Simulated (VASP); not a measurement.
# Ge (I4_1/amd) in VASP: relaxation of the atoms with LDA

Aim: the relaxation of the atoms of Ge with LDA.

Program: VASP 6.6.1. These are calculated values, not measurements. Logs are shortened: lines on timing, memory, paths and dates and some standing lists are left out, and cuts for length are marked.

### 1 The cell of the first run

It takes space group I4_1/amd (No. 141, tetragonal). Conventional cell: a = 4.012 Å, b = 4.012 Å, c = 5.624 Å, α = 90.00°, β = 90.00°, γ = 90.00°. Within 3.2 Å of Ge (site symmetry -4m2) lie 4 Ge at 2.45 Å.

### 2 Relaxation of the atoms, LDA

The input, INCAR:

```
PREC = Accurate
ENCUT = 520
EDIFF = 1E-6
ISMEAR = 0
SIGMA = 0.05
LREAL = False
LASPH = True
NELM = 60
ALGO = Normal
ISIF = 2
LWAVE = False
LCHARG = False
GGA = CA
IBRION = 2
NSW = 80
EDIFFG = -0.005
```

The input, KPOINTS:

```
regular mesh
0
Gamma
  12 12 12
```

The input, POSCAR:

```
Ge
1.0
    0.0000000000      2.8366125000      2.8120784615
    2.8366125000      0.0000000000      2.8120784615
    2.8366125000      2.8366125000      0.0000000000
Ge
2
Direct
    0.0000000000      0.0000000000      0.0000000000
    0.2500000000      0.2500000000      0.2500000000
```

Potentials or basis: VASP PAW LDA potentials, release 64 (Ge_d).

On the command line:

```sh
$ cat potpaw_LDA.64/Ge_d/POTCAR > POTCAR
$ mpirun -np 1 vasp_std > vasp.out
```

OUTCAR:

```text
PREC = Accurate
   ENCUT = 520
   EDIFF = 1E-6
   ISMEAR = 0
   LREAL = False
   LASPH = True
   NELM = 60
   ISIF = 2
   GGA = CA
   IBRION = 2
   NSW = 80
   EDIFFG = -0.005

 ion  position               nearest neighbor table
   1  0.000  0.000  0.000-   2 2.45   2 2.45   2 2.45   2 2.45
   2  0.250  0.250  0.250-   1 2.45   1 2.45   1 2.45   1 2.45

  LATTYP: Found a body centered tetragonal cell.
 ALAT       =     4.0115758687
 C/A-ratio  =     1.4019819410

  Lattice vectors:

 A1 = (   0.0000000000,  -2.8366125000,  -2.8120784615)
 A2 = (   0.0000000000,   2.8366125000,  -2.8120784615)
 A3 = (   2.8366125000,   0.0000000000,   2.8120784615)

Analysis of symmetry for initial positions (statically):
=====================================================================
 Subroutine PRICEL returns:
 Original cell was already a primitive cell.

 Routine SETGRP: Setting up the symmetry group for a
 body centered tetragonal supercell.

 Subroutine GETGRP returns: Found 16 space group operations
 (whereof  8 operations were pure point group operations)
 out of a pool of 16 trial point group operations.

The static configuration has the point symmetry D_2d.
 The point group associated with its full space group is D_4h.

Analysis of symmetry for dynamics (positions and initial velocities):
=====================================================================
 Subroutine PRICEL returns:
 Original cell was already a primitive cell.

 Routine SETGRP: Setting up the symmetry group for a
 body centered tetragonal supercell.

 Subroutine GETGRP returns: Found 16 space group operations
 (whereof  8 operations were pure point group operations)
 out of a pool of 16 trial point group operations.

The dynamic configuration has the point symmetry D_2d.
 The point group associated with its full space group is D_4h.

 Subroutine INISYM returns: Found 16 space group operations
 (whereof  8 operations are pure point group operations),
 and found     1 'primitive' translations

----------------------------------------------------------------------------------------

                                     Primitive cell

  volume of cell :      45.2541

  direct lattice vectors                    reciprocal lattice vectors
     0.000000000  2.836612500  2.812078462    -0.176266586  0.176266586  0.177804427
     2.836612500  0.000000000  2.812078462     0.176266586 -0.176266586  0.177804427
     2.836612500  2.836612500  0.000000000     0.176266586  0.176266586 -0.177804427
[... 80 lines left out ...]
   LSORBIT =      F    spin-orbit coupling
   LASPH  =      T    aspherical Exc in radial PAW
   ENCUT  =  520.0 eV  38.22 Ry    6.18 a.u.   7.43  7.43  7.46*2*pi/ulx,y,z
   NELM   =     60;   NELMIN=  2; NELMDL= -5     # of ELM steps
   EDIFF  = 0.1E-05   stopping-criterion for ELM
   LREAL  =      F    real-space projection
   EDIFFG = -.5E-02   stopping-criterion for IOM
   NSW    =     80    number of steps for IOM
   IBRION =      2    ionic relax: 0-MD 1-quasi-New 2-CG
   NFREE  =      1    steps in history (QN), initial steepest desc. (CG)
   ISIF   =      2    stress and relaxation
   ISYM   =      2    0-nonsym 1-usesym 2-fastsym
   POTIM  = 0.5000    time-step for ionic-motion
   TEBEG  =    0.0;   TEEND  =   0.0 temperature during run
   PSTRESS=    0.0 pullay stress
   NELECT =      28.0000    total number of electrons
   NUPDOWN=      -1.0000    fix difference up-down
   EMIN   =  10.00;   EMAX   =-10.00  energy-range for DOS
   EFERMI =   0.00;   METHOD = LEGACY
   ISMEAR =     0;   SIGMA  =   0.05  broadening in eV -4-tet -1-fermi 0-gaus
   EFERMI_NEDOS =   21; number of points for ismear=-14 and -15
   IALGO  =     38    algorithm
   IMIX   =      4    mixing-type and parameters
     AMIX     =   0.40;   BMIX     =  1.00
     AMIX_MAG =   1.60;   BMIX_MAG =  1.00
  volume/ion in A,a.u.               =      22.63       152.69
  Fermi-wavevector in a.u.,A,eV,Ry     =   1.395003  2.636173 26.477377  1.946032
  Thomas-Fermi vector in A             =   2.518497
   LORBIT       =      0    0 simple, 1 ext, 2 COOP (PROOUT), +10 PAW based schemes
   GGA     = CA    functional components
   LHFCALC =     F    Hartree Fock is set to
   AEXX    =    0.0000 exact exchange contribution
   IVDW    =     0    specifies the selected vdW correction
   LEPSILON=     F    determine dielectric tensor
   LRPA    =     F    only Hartree local field effects (RPA)
 conjugate gradient relaxation of ions
 non-spin polarized calculation
 Gauss-broadening in eV      SIGMA  =   0.05
  energy-cutoff  :      520.00
  volume of cell :       45.25
 maximum number of plane-waves:      1243
 NGX is ok and might be reduce to    30
   NGX = 15   NGY = 15   NGZ = 15

 number of electron      28.0000023 magnetization

 Free energy of the ion-electron system (eV)
  ---------------------------------------------------
  ext. energy  EPLUGINS =         0.00000000
  ---------------------------------------------------
  free energy    TOTEN  =       -10.38797401 eV

  energy without entropy =      -10.38792333  energy(sigma->0) =      -10.38794867

 E-fermi :   4.7375     XC(G=0): -10.2909

 val. band max:        4.7064553079   @ k =   0.0000   0.0000   0.0000
 cond. band min:       4.7726548498   @ k =   0.0000   0.0000   0.0000
 fundamental gap:      0.0661995419
 Fermi energy:         4.7375384877

 k-point     1 :       0.0000    0.0000    0.0000
  band No.  band energies     occupation
      1     -20.2129      2.00000
      2     -20.2107      2.00000
      3     -20.2107      2.00000
      4     -20.1751      2.00000
      5     -20.1743      2.00000
      6     -19.9650      2.00000
[... 481 lines left out ...]
      5     -20.1128      2.00000
      6     -20.0196      2.00000
[... 10 lines left out ...]
     17       9.4037      0.00000
     18      12.1565      0.00000

 [... further k-points ...]
[... 5 lines left out ...]
  --------------------------------------------------------------------------------------
  -------------------------------------------------------------------------------------
  Total       -0.3865198     -0.3865198     -0.2117106      0.0000000      0.0000000      0.0000000
  in kB      -13.6843726    -13.6843726     -7.4954174      0.0000000      0.0000000      0.0000000
  external PRESSURE =     -11.6213875 kB  Pullay stress =       0.0000000 kB

 VOLUME and BASIS-vectors are now :
 -----------------------------------------------------------------------------
  energy-cutoff  :      520.00
  volume of cell :       45.25
      direct lattice vectors                 reciprocal lattice vectors
     0.000000000  2.836612500  2.812078462    -0.176266586  0.176266586  0.177804427
     2.836612500  0.000000000  2.812078462     0.176266586 -0.176266586  0.177804427
     2.836612500  2.836612500  0.000000000     0.176266586  0.176266586 -0.177804427

 POSITION                                       TOTAL-FORCE (eV/Angst)
 -----------------------------------------------------------------------------------
      0.00000      0.00000      0.00000        -0.000000     -0.000000      0.000000
      1.41831      1.41831      1.40604         0.000000      0.000000      0.000000
 -----------------------------------------------------------------------------------
    total drift:                                0.000000     -0.000000      0.000000

  FREE ENERGIE OF THE ION-ELECTRON SYSTEM (eV)
  ---------------------------------------------------
  free  energy   TOTEN  =       -10.3879740050 eV

  energy  without entropy=      -10.3879233324  energy(sigma->0) =      -10.38794867

 reached required accuracy - stopping structural energy minimisation
```

Run time: 59 s. Hardware: 1 thread of Intel Xeon Platinum 8488C (Sapphire Rapids), shared host; peak memory 0.22 GiB.

Results:

```
Free energy             : -10.3880 eV
Pressure after relaxing : -1.2 GPa
Band gap on the k mesh  : 0.07 eV
```

Stress tensor (GPa, compression positive):
```
-1.37  0.00  0.00
 0.00 -1.37  0.00
 0.00  0.00 -0.75
```

Final structure:
```yaml
crystal:
  lattice:
    - [0.00000, 2.83661, 2.81208]
    - [2.83661, 0.00000, 2.81208]
    - [2.83661, 2.83661, 0.00000]
  atoms:
    - { symbol: Ge, position: [0.00000, 0.00000, 0.00000] }
    - { symbol: Ge, position: [0.25000, 0.25000, 0.25000] }
```

Caveat: the relaxation stopped at its first step, so nothing moved. A k mesh can miss the band edges.
